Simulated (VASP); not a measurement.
# NiC (Fm-3m) in VASP: notebook

NiC is run at these levels: PBE; tasks: single point, relaxation of cell and atoms.

Program: VASP 6.6.1. These are calculated values, not measurements. Logs are shortened: lines on timing, memory, paths and dates and some standing lists are left out, and cuts for length are marked.

**1. The cell of the first run**

The structure is cubic, space group Fm-3m (No. 225). The conventional cell has a = 4.068 Å, b = 4.068 Å, c = 4.068 Å, α = 90.00°, β = 90.00°, γ = 90.00°. Within 2.7 Å of Ni (site symmetry m-3m) lie 6 C at 2.03 Å. C (site symmetry m-3m) has 6 Ni at 2.03 Å within 2.7 Å.

**2. Single point, PBE**

INCAR reads:

```
PREC = Accurate
ENCUT = 520
EDIFF = 1E-7
ISMEAR = 0
SIGMA = 0.1
LREAL = F
LASPH = T
NELM = 100
ALGO = Normal
ISIF = 2
LWAVE = F
LCHARG = T
GGA = PE
LELF = T
LVHAR = T
NBANDS = 14
```

KPOINTS reads:

```
regular mesh
0
Gamma
  24 24 24
```

POSCAR reads:

```
NiC
1.0
    0.0000000000      2.0340531346      2.0340531346
    2.0340531346      0.0000000000      2.0340531346
    2.0340531346      2.0340531346      0.0000000000
Ni C
1 1
Direct
    0.5000000000      0.5000000000      0.5000000000
    0.0000000000      0.0000000000      0.0000000000
```

Potentials or basis: VASP PAW PBE potentials, release 64 (Ni, C).

Run with:

```bash
$ cat potpaw_PBE.64/Ni/POTCAR potpaw_PBE.64/C/POTCAR > POTCAR
$ mpirun -np 1 vasp_std > vasp.out
```

OUTCAR:

```text
PREC = Accurate
   ENCUT = 520
   EDIFF = 1E-7
   ISMEAR = 0
   LREAL = F
   LASPH = T
   NELM = 100
   ISIF = 2
   GGA = PE

 ion  position               nearest neighbor table
   1  0.500  0.500  0.500-   2 2.03   2 2.03   2 2.03   2 2.03   2 2.03   2 2.03
   2  0.000  0.000  0.000-   1 2.03   1 2.03   1 2.03   1 2.03   1 2.03   1 2.03

  LATTYP: Found a face centered cubic cell.
 ALAT       =     4.0681062692

  Lattice vectors:

 A1 = (   0.0000000000,   2.0340531346,   2.0340531346)
 A2 = (   2.0340531346,   0.0000000000,   2.0340531346)
 A3 = (   2.0340531346,   2.0340531346,   0.0000000000)

Analysis of symmetry for initial positions (statically):
=====================================================================
 Subroutine PRICEL returns:
 Original cell was already a primitive cell.

 Routine SETGRP: Setting up the symmetry group for a
 face centered cubic supercell.

 Subroutine GETGRP returns: Found 48 space group operations
 (whereof 48 operations were pure point group operations)
 out of a pool of 48 trial point group operations.

The static configuration has the point symmetry O_h .

Analysis of symmetry for dynamics (positions and initial velocities):
=====================================================================
 Subroutine PRICEL returns:
 Original cell was already a primitive cell.

 Routine SETGRP: Setting up the symmetry group for a
 face centered cubic supercell.

 Subroutine GETGRP returns: Found 48 space group operations
 (whereof 48 operations were pure point group operations)
 out of a pool of 48 trial point group operations.

The dynamic configuration has the point symmetry O_h .

 Subroutine INISYM returns: Found 48 space group operations
 (whereof 48 operations are pure point group operations),
 and found     1 'primitive' translations

----------------------------------------------------------------------------------------

                                     Primitive cell

  volume of cell :      16.8313

  direct lattice vectors                    reciprocal lattice vectors
     0.000000000  2.034053135  2.034053135    -0.245814621  0.245814621  0.245814621
     2.034053135  0.000000000  2.034053135     0.245814621 -0.245814621  0.245814621
     2.034053135  2.034053135  0.000000000     0.245814621  0.245814621 -0.245814621

  length of vectors
     2.876585530  2.876585530  2.876585530     0.425763412  0.425763412  0.425763412

  position of ions in fractional coordinates (direct lattice)
     0.500000000  0.500000000  0.500000000
     0.000000000  0.000000000  0.000000000

  ion indices of the primitive-cell ions
   primitive index   ion index
                 1           1
                 2           2

----------------------------------------------------------------------------------------

 KPOINTS: regular mesh

Automatic generation of k-mesh.
 Grid dimensions read from file:
 generate k-points for:   24   24   24

 Generating k-lattice:

  Cartesian coordinates                     Fractional coordinates (reciprocal lattice)
    -0.010242276  0.010242276  0.010242276     0.041666667  0.000000000  0.000000000
     0.010242276 -0.010242276  0.010242276     0.000000000  0.041666667  0.000000000
     0.010242276  0.010242276 -0.010242276     0.000000000  0.000000000  0.041666667

  Length of vectors
     0.017740142  0.017740142  0.017740142

  Shift w.r.t. Gamma in fractional coordinates (k-lattice)
     0.000000000  0.000000000  0.000000000

 Subroutine IBZKPT returns following result:
 ===========================================

 Found    413 irreducible k-points:

 Following reciprocal coordinates:
            Coordinates               Weight
  0.000000  0.000000  0.000000      1.000000
  0.041667  0.000000  0.000000      8.000000
  0.083333  0.000000  0.000000      8.000000
  0.125000  0.000000  0.000000      8.000000
  0.166667  0.000000  0.000000      8.000000
  0.208333  0.000000  0.000000      8.000000
[... 16 lines left out ...]
  0.416667  0.041667  0.000000     24.000000
  0.458333  0.041667  0.000000     24.000000
 [... further k-points ...]
   k-points           NKPTS =    413   k-points in BZ     NKDIM =    413   number of bands    NBANDS=     14
   number of dos      NEDOS =    301   number of ions     NIONS =      2
   total plane-waves  NPLWV =  13824
   dimension x,y,z NGX =    24 NGY =   24 NGZ =   24
   dimension x,y,z NGXF=    48 NGYF=   48 NGZF=   48
   ions per type =               1   1
   NGX,Y,Z   is equivalent  to a cutoff of  13.87, 13.87, 13.87 a.u.
   NGXF,Y,Z  is equivalent  to a cutoff of  27.74, 27.74, 27.74 a.u.
 SYSTEM =  unknown system
   PREC   = accura    normal or accurate (medium, high low for compatibility)
   ISTART =      0    job   : 0-new  1-cont  2-samecut
   ICHARG =      2    charge: 1-file 2-atom 10-const
   ISPIN  =      1    spin polarized calculation?
   LNONCOLLINEAR =      F non collinear calculations
   LSORBIT =      F    spin-orbit coupling
   LASPH  =      T    aspherical Exc in radial PAW
   ENCUT  =  520.0 eV  38.22 Ry    6.18 a.u.   5.35  5.35  5.35*2*pi/ulx,y,z
   NELM   =    100;   NELMIN=  2; NELMDL= -5     # of ELM steps
   EDIFF  = 0.1E-06   stopping-criterion for ELM
   LREAL  =      F    real-space projection
   EDIFFG = 0.1E-05   stopping-criterion for IOM
   NSW    =      0    number of steps for IOM
   IBRION =     -1    ionic relax: 0-MD 1-quasi-New 2-CG
   NFREE  =      0    steps in history (QN), initial steepest desc. (CG)
   ISIF   =      2    stress and relaxation
   ISYM   =      2    0-nonsym 1-usesym 2-fastsym
   POTIM  = 0.5000    time-step for ionic-motion
   TEBEG  =    0.0;   TEEND  =   0.0 temperature during run
   PSTRESS=    0.0 pullay stress
   NELECT =      14.0000    total number of electrons
   NUPDOWN=      -1.0000    fix difference up-down
   EMIN   =  10.00;   EMAX   =-10.00  energy-range for DOS
[... 5 lines left out ...]
     AMIX     =   0.40;   BMIX     =  1.00
     AMIX_MAG =   1.60;   BMIX_MAG =  1.00
  volume/ion in A,a.u.               =       8.42        56.79
  Fermi-wavevector in a.u.,A,eV,Ry     =   1.539614  2.909449 32.251408  2.370412
  Thomas-Fermi vector in A             =   2.645817
   LORBIT       =      0    0 simple, 1 ext, 2 COOP (PROOUT), +10 PAW based schemes
   GGA     = PE    functional components
   LHFCALC =     F    Hartree Fock is set to
   AEXX    =    0.0000 exact exchange contribution
   IVDW    =     0    specifies the selected vdW correction
   LEPSILON=     F    determine dielectric tensor
   LRPA    =     F    only Hartree local field effects (RPA)
 non-spin polarized calculation
 Gauss-broadening in eV      SIGMA  =   0.10
  energy-cutoff  :      520.00
  volume of cell :       16.83
 maximum number of plane-waves:       469
 NGX is ok and might be reduce to    24
   NGX = 11   NGY = 11   NGZ = 11

 number of electron      14.0000002 magnetization

 Free energy of the ion-electron system (eV)
  ---------------------------------------------------
  ext. energy  EPLUGINS =         0.00000000
  ---------------------------------------------------
  free energy    TOTEN  =       -12.51254395 eV

  energy without entropy =      -12.50563666  energy(sigma->0) =      -12.50909030

 E-fermi :   9.7663     XC(G=0): -13.3125

 val. band max:        9.7649619763   @ k =   0.3333   0.2083   0.0417
 cond. band min:       9.7708261837   @ k =  -0.2917   0.3750   0.0833
 fundamental gap:      0.0058642073
 Fermi energy:         9.7663124810

 k-point     1 :       0.0000    0.0000    0.0000
  band No.  band energies     occupation
      1      -5.4074      2.00000
      2       6.6581      2.00000
      3       6.6581      2.00000
      4       6.6581      2.00000
      5       6.9456      2.00000
      6       6.9456      2.00000
      7      11.0114      0.00000
      8      11.0114      0.00000
      9      11.0114      0.00000
     10      21.0214      0.00000
     11      26.9715      0.00000
     12      28.0751      0.00000
     13      28.0751      0.00000
     14      28.0751      0.00000

 k-point     2 :       0.0417    0.0000    0.0000
  band No.  band energies     occupation
      1      -5.3667      2.00000
      2       6.6216      2.00000
      3       6.6596      2.00000
      4       6.6596      2.00000
      5       6.8989      2.00000
      6       6.8989      2.00000
      7      10.9283      0.00000
      8      11.0825      0.00000
      9      11.0825      0.00000
     10      21.0946      0.00000
     11      26.3722      0.00000
     12      28.0668      0.00000
     13      28.0668      0.00000
     14      28.6548      0.00000

 k-point     3 :       0.0833    0.0000    0.0000
  band No.  band energies     occupation
      1      -5.2453      2.00000
      2       6.5083      2.00000
      3       6.6116      2.00000
      4       6.6116      2.00000
      5       6.8251      2.00000
      6       6.8251      2.00000
      7      10.6971      0.00000
      8      11.2808      0.00000
      9      11.2808      0.00000
     10      21.2906      0.00000
     11      25.4788      0.00000
     12      28.0096      0.00000
     13      28.0096      0.00000
     14      29.4648      0.00000
[... 324 lines left out ...]
 k-point    23 :       0.4167    0.0417    0.0000
  band No.  band energies     occupation
      1      -2.0365      2.00000
      2       2.5806      2.00000
      3       4.8480      2.00000
      4       4.9355      2.00000
      5       7.5184      2.00000
      6       7.5889      2.00000
      7       8.7969      2.00000
      8      13.4965      0.00000
      9      13.8164      0.00000
     10      19.2258      0.00000
     11      23.4425      0.00000
     12      23.9205      0.00000
     13      26.0844      0.00000
     14      31.4926      0.00000

 k-point    24 :       0.4583    0.0417    0.0000
  band No.  band energies     occupation
      1      -1.5387      2.00000
      2       1.9941      2.00000
      3       4.7686      2.00000
      4       4.8286      2.00000
      5       7.5933      2.00000
      6       7.6361      2.00000
      7       8.7462      2.00000
      8      13.7261      0.00000
      9      13.8861      0.00000
     10      18.9794      0.00000
     11      23.1800      0.00000
     12      23.5719      0.00000
     13      26.3720      0.00000
     14      31.5921      0.00000

 [... further k-points ...]

------------------------ aborting loop because EDIFF is reached ----------------------------------------

  FORCE on cell =-STRESS in cart. coord.  units (eV):
  Direction    XX          YY          ZZ          XY          YZ          ZX
  --------------------------------------------------------------------------------------
  -------------------------------------------------------------------------------------
  Total        0.0341648      0.0341648      0.0341648     -0.0000000      0.0000000     -0.0000000
  in kB        3.2521676      3.2521676      3.2521676     -0.0000000      0.0000000     -0.0000000
  external PRESSURE =       3.2521676 kB  Pullay stress =       0.0000000 kB

 VOLUME and BASIS-vectors are now :
 -----------------------------------------------------------------------------
  energy-cutoff  :      520.00
  volume of cell :       16.83
      direct lattice vectors                 reciprocal lattice vectors
     0.000000000  2.034053135  2.034053135    -0.245814621  0.245814621  0.245814621
     2.034053135  0.000000000  2.034053135     0.245814621 -0.245814621  0.245814621
     2.034053135  2.034053135  0.000000000     0.245814621  0.245814621 -0.245814621

 POSITION                                       TOTAL-FORCE (eV/Angst)
 -----------------------------------------------------------------------------------
      2.03405      2.03405      2.03405        -0.000000     -0.000000      0.000000
      0.00000      0.00000      0.00000         0.000000      0.000000     -0.000000
 -----------------------------------------------------------------------------------
    total drift:                                0.000000     -0.000000      0.000000

  FREE ENERGIE OF THE ION-ELECTRON SYSTEM (eV)
  ---------------------------------------------------
  free  energy   TOTEN  =       -12.5125439465 eV

  energy  without entropy=      -12.5056366600  energy(sigma->0) =      -12.50909030
```

Run time: 49 s. Hardware: 1 thread of Intel Xeon 6975P-C (Granite Rapids), shared host; peak memory 0.22 GiB.

What came out:

```yaml
Free_energy: -12.5125 eV
Pressure: 0.3 GPa
Band_gap_on_the_k_mesh: zero (band 7 reaches 11.01 eV, above the bottom of band 8 at 8.22 eV)
```

Spin polarisation is off, so any magnetic state and its effect on volume and gap are missing.

(Part 1 of 2 ends here.)
